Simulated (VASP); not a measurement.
# SbMo (Fm-3m) in VASP: further runs, part 2 of 2

VASP 6.6.1. The steps go on from the part before.

### 4 Single point, PBE (volume scaled by 0.980)

INCAR reads:

```
SYSTEM = SbMo
PREC = Accurate ; ENCUT = 520
EDIFF = 1E-6 ; ISMEAR = 0
SIGMA = 0.05 ; LREAL = .False.
LASPH = .True. ; NELM = 100
ALGO = Normal ; ISIF = 2
LWAVE = .False. ; LCHARG = .False.
GGA = PE ; NBANDS = 16
```

KPOINTS reads:

```
Automatic mesh
0
Gamma
  10 10 10
  0 0 0
```

POSCAR reads:

```
SbMo
1.0
    0.0000000000      2.7416021024      2.7416021024
    2.7416021024      0.0000000000      2.7416021024
    2.7416021024      2.7416021024      0.0000000000
Mo Sb
1 1
Direct
    0.5000000000      0.5000000000      0.5000000000
    0.0000000000      0.0000000000      0.0000000000
```

Potentials or basis: VASP PAW PBE potentials, release 64 (Mo_sv, Sb).

Started as:

```bash
$ cat potpaw_PBE.64/Mo_sv/POTCAR potpaw_PBE.64/Sb/POTCAR > POTCAR
$ mpirun -np 1 vasp_std > vasp.out
```

OUTCAR:

```text
SYSTEM = SbMo
   PREC = Accurate
   ENCUT = 520
   EDIFF = 1E-6
   ISMEAR = 0
   LREAL = .False.
   LASPH = .True.
   NELM = 100
   ISIF = 2
   GGA = PE

 ion  position               nearest neighbor table
   1  0.500  0.500  0.500-   2 2.74   2 2.74   2 2.74   2 2.74   2 2.74   2 2.74
   2  0.000  0.000  0.000-   1 2.74   1 2.74   1 2.74   1 2.74   1 2.74   1 2.74

  LATTYP: Found a face centered cubic cell.
 ALAT       =     5.4832042048

  Lattice vectors:

 A1 = (   0.0000000000,   2.7416021024,   2.7416021024)
 A2 = (   2.7416021024,   0.0000000000,   2.7416021024)
 A3 = (   2.7416021024,   2.7416021024,   0.0000000000)
[... 626 lines left out ...]
      5       0.1296      2.00000
      6       5.6166      2.00000
[... 8 lines left out ...]
     15      18.8511      0.00000
     16      21.0511      0.00000

 [... further k-points ...]
[... 5 lines left out ...]
  --------------------------------------------------------------------------------------
  -------------------------------------------------------------------------------------
  Total        0.6554583      0.6554583      0.6554583     -0.0000000      0.0000000      0.0000000
  in kB       25.4807616     25.4807616     25.4807616     -0.0000000      0.0000000      0.0000000
  external PRESSURE =      25.4807616 kB  Pullay stress =       0.0000000 kB

 VOLUME and BASIS-vectors are now :
 -----------------------------------------------------------------------------
  energy-cutoff  :      520.00
  volume of cell :       41.21
      direct lattice vectors                 reciprocal lattice vectors
     0.000000000  2.741602102  2.741602102    -0.182375115  0.182375115  0.182375115
     2.741602102  0.000000000  2.741602102     0.182375115 -0.182375115  0.182375115
     2.741602102  2.741602102  0.000000000     0.182375115  0.182375115 -0.182375115

 POSITION                                       TOTAL-FORCE (eV/Angst)
 -----------------------------------------------------------------------------------
      2.74160      2.74160      2.74160         0.000000      0.000000      0.000000
      0.00000      0.00000      0.00000        -0.000000     -0.000000     -0.000000
 -----------------------------------------------------------------------------------
    total drift:                                0.000000     -0.000000      0.000000

  FREE ENERGIE OF THE ION-ELECTRON SYSTEM (eV)
  ---------------------------------------------------
  free  energy   TOTEN  =       -13.4604378876 eV

  energy  without entropy=      -13.4568070644  energy(sigma->0) =      -13.45862248
```

OSZICAR:

```text
N       E                     dE             d eps       ncg     rms          rms(c)
DAV:   1     0.137831769040E+03    0.13783E+03   -0.10189E+04  1592   0.105E+03
DAV:   2    -0.112865920027E+02   -0.14912E+03   -0.14614E+03  2016   0.306E+02
DAV:   3    -0.138607150316E+02   -0.25741E+01   -0.25595E+01  1712   0.420E+01
DAV:   4    -0.138854062000E+02   -0.24691E-01   -0.24690E-01  2008   0.473E+00
DAV:   5    -0.138860224935E+02   -0.61629E-03   -0.61629E-03  1800   0.601E-01    0.108E+01
DAV:   6    -0.134993454781E+02    0.38668E+00   -0.21589E+00  1520   0.107E+01    0.309E+00
DAV:   7    -0.134657346084E+02    0.33611E-01   -0.15599E-01  1568   0.316E+00    0.257E+00
DAV:   8    -0.134604123594E+02    0.53222E-02   -0.17337E-02  1768   0.911E-01    0.162E-01
DAV:   9    -0.134604442112E+02   -0.31852E-04   -0.32683E-04  1832   0.156E-01    0.890E-02
DAV:  10    -0.134604353451E+02    0.88661E-05   -0.11779E-04  1672   0.866E-02    0.420E-02
DAV:  11    -0.134604402826E+02   -0.49376E-05   -0.11286E-05  1752   0.285E-02    0.108E-02
DAV:  12    -0.134604380602E+02    0.22224E-05   -0.64521E-07  1104   0.526E-03    0.121E-03
DAV:  13    -0.134604378876E+02    0.17259E-06   -0.89653E-08   888   0.278E-03
   1 F= -.13460438E+02 E0= -.13458622E+02  d E =-.363082E-02
```

stdout:

```text
POSCAR found type information on POSCAR MoSb
 POSCAR found :  2 types and       2 ions
 scaLAPACK will be used
 LDA part: xc-table for (Slater+PW92), standard interpolation
 POSCAR, INCAR and KPOINTS ok, starting setup
 FFT: planning ... GRIDC
 FFT: planning ... GRID_SOFT
 FFT: planning ... GRID
 WAVECAR not read
 entering main loop
```

It took 16 s on 1 thread of AMD EPYC 9R45 (Zen 5), shared host; peak memory 0.16 GiB.

What came out:

```
Free energy : -13.4604 eV
Pressure    : 2.5 GPa
```

Caveat: the cell differs from its parent crystal (volume scaled by 0.980); spin-orbit coupling is left out, which moves the levels of the heavy elements.

### 5 Single point, PBE

This run uses another cell than the first one, of 21.03 Å³/atom, 1.042 times its volume.

INCAR reads:

```
SYSTEM = SbMo
PREC = Accurate
ENCUT = 520
EDIFF = 1E-6
ISMEAR = 0
SIGMA = 0.05
LREAL = .FALSE.
LASPH = .TRUE.
NELM = 80
ALGO = Normal
ISIF = 2
LWAVE = .FALSE.
LCHARG = .FALSE.
GGA = PE
NBANDS = 16
```

KPOINTS reads:

```
regular mesh
0
G
  10 10 10
  0 0 0
```

POSCAR reads:

```
SbMo
1.0
    0.0000000000      2.7601270029      2.7601270029
    2.7601270029      0.0000000000      2.7601270029
    2.7601270029      2.7601270029      0.0000000000
Mo Sb
1 1
Direct
    0.5000000000      0.5000000000      0.5000000000
    0.0000000000      0.0000000000      0.0000000000
```

Potentials or basis: VASP PAW PBE potentials, release 64 (Mo_sv, Sb).

Started as:

```bash
$ cat potpaw_PBE.64/Mo_sv/POTCAR potpaw_PBE.64/Sb/POTCAR > POTCAR
$ mpirun -np 1 vasp_std > vasp.out
```

OUTCAR:

```text
SYSTEM = SbMo
   PREC = Accurate
   ENCUT = 520
   EDIFF = 1E-6
   ISMEAR = 0
   LREAL = .FALSE.
   LASPH = .TRUE.
   NELM = 80
   ISIF = 2
   GGA = PE

 ion  position               nearest neighbor table
   1  0.500  0.500  0.500-   2 2.76   2 2.76   2 2.76   2 2.76   2 2.76   2 2.76
   2  0.000  0.000  0.000-   1 2.76   1 2.76   1 2.76   1 2.76   1 2.76   1 2.76

  LATTYP: Found a face centered cubic cell.
 ALAT       =     5.5202540058

  Lattice vectors:

 A1 = (   0.0000000000,   2.7601270029,   2.7601270029)
 A2 = (   2.7601270029,   0.0000000000,   2.7601270029)
 A3 = (   2.7601270029,   2.7601270029,   0.0000000000)

Analysis of symmetry for initial positions (statically):
=====================================================================
 Subroutine PRICEL returns:
 Original cell was already a primitive cell.

 Routine SETGRP: Setting up the symmetry group for a
 face centered cubic supercell.

 Subroutine GETGRP returns: Found 48 space group operations
 (whereof 48 operations were pure point group operations)
 out of a pool of 48 trial point group operations.

The static configuration has the point symmetry O_h .

[... 156 lines left out ...]
  ---------------------------------------------------
  free energy    TOTEN  =       -13.46694012 eV

  energy without entropy =      -13.46316460  energy(sigma->0) =      -13.46505236

 E-fermi :  10.1126     XC(G=0): -11.4201

 val. band max:       10.1109710652   @ k =  -0.3000   0.5000   0.2000
 cond. band min:      10.1566611191   @ k =   0.5000   0.2000   0.1000
 fundamental gap:      0.0456900539
 Fermi energy:        10.1126204139

 k-point     1 :       0.0000    0.0000    0.0000
  band No.  band energies     occupation
      1     -50.8025      2.00000
      2     -24.9293      2.00000
      3     -24.9293      2.00000
      4     -24.9293      2.00000
      5      -1.8177      2.00000
      6       8.7294      2.00000
[... 433 lines left out ...]
      3     -24.9460      2.00000
      4     -24.9445      2.00000
      5      -0.0740      2.00000
      6       5.4151      2.00000
[... 8 lines left out ...]
     15      18.4614      0.00000
     16      20.6429      0.00000

 [... further k-points ...]
[... 5 lines left out ...]
  --------------------------------------------------------------------------------------
  -------------------------------------------------------------------------------------
  Total       -0.0199045     -0.0199045     -0.0199045      0.0000000      0.0000000     -0.0000000
  in kB       -0.7583081     -0.7583081     -0.7583081      0.0000000      0.0000000     -0.0000000
  external PRESSURE =      -0.7583081 kB  Pullay stress =       0.0000000 kB

 VOLUME and BASIS-vectors are now :
 -----------------------------------------------------------------------------
  energy-cutoff  :      520.00
  volume of cell :       42.05
      direct lattice vectors                 reciprocal lattice vectors
     0.000000000  2.760127003  2.760127003    -0.181151085  0.181151085  0.181151085
     2.760127003  0.000000000  2.760127003     0.181151085 -0.181151085  0.181151085
     2.760127003  2.760127003  0.000000000     0.181151085  0.181151085 -0.181151085

 POSITION                                       TOTAL-FORCE (eV/Angst)
 -----------------------------------------------------------------------------------
      2.76013      2.76013      2.76013         0.000000      0.000000     -0.000000
      0.00000      0.00000      0.00000        -0.000000      0.000000      0.000000
 -----------------------------------------------------------------------------------
    total drift:                                0.000000     -0.000000      0.000000

  FREE ENERGIE OF THE ION-ELECTRON SYSTEM (eV)
  ---------------------------------------------------
  free  energy   TOTEN  =       -13.4669401232 eV

  energy  without entropy=      -13.4631646014  energy(sigma->0) =      -13.46505236
```

OSZICAR:

```text
N       E                     dE             d eps       ncg     rms          rms(c)
DAV:   1     0.138834100469E+03    0.13883E+03   -0.10252E+04  1568   0.104E+03
DAV:   2    -0.111866919765E+02   -0.15002E+03   -0.14715E+03  2008   0.305E+02
DAV:   3    -0.138844394723E+02   -0.26977E+01   -0.26860E+01  1728   0.428E+01
DAV:   4    -0.139097102552E+02   -0.25271E-01   -0.25270E-01  1992   0.478E+00
DAV:   5    -0.139102960300E+02   -0.58577E-03   -0.58577E-03  1744   0.599E-01    0.103E+01
DAV:   6    -0.135102881631E+02    0.40001E+00   -0.23030E+00  1536   0.109E+01    0.290E+00
DAV:   7    -0.134721782150E+02    0.38110E-01   -0.17540E-01  1576   0.331E+00    0.245E+00
DAV:   8    -0.134669052941E+02    0.52729E-02   -0.18527E-02  1736   0.932E-01    0.176E-01
DAV:   9    -0.134669461766E+02   -0.40883E-04   -0.36448E-04  1848   0.164E-01    0.958E-02
DAV:  10    -0.134669373363E+02    0.88404E-05   -0.13273E-04  1688   0.915E-02    0.436E-02
DAV:  11    -0.134669425824E+02   -0.52462E-05   -0.13378E-05  1776   0.306E-02    0.110E-02
DAV:  12    -0.134669403158E+02    0.22667E-05   -0.82087E-07  1096   0.585E-03    0.131E-03
DAV:  13    -0.134669401232E+02    0.19253E-06   -0.11638E-07   928   0.312E-03
   1 F= -.13466940E+02 E0= -.13465052E+02  d E =-.377552E-02
```

Run time: 17 s. Hardware: 1 thread of AMD EPYC 9R45 (Zen 5), shared host; peak memory 0.16 GiB.

Results:

```
Free energy : -13.4669 eV
Pressure    : -0.1 GPa
```

Caveat: spin-orbit coupling is left out, which moves the levels of the heavy elements.

### 6 The runs side by side

```csv
cell,gap on the mesh (eV),pressure (GPa)
"a = 3.851 Å, angles 60.0°, 2 atoms",none,5.5
"a = 3.830 Å, angles 60.0°, 2 atoms",none,7.9
"a = 3.877 Å, angles 60.0°, 2 atoms",none,2.5
"a = 3.903 Å, angles 60.0°, 2 atoms",none,-0.1
```

Alike in all rows: task single point; level PBE; potentials or basis VASP PAW PBE potentials, release 64 (Mo_sv, Sb); no spin polarisation; k mesh 10 × 10 × 10; cutoff (eV) 520; smearing gaussian 0.05 eV.

Caveats: spin-orbit coupling is left out, which moves the levels of the heavy elements.

Absolute energies hang on the potentials; compare differences alone.
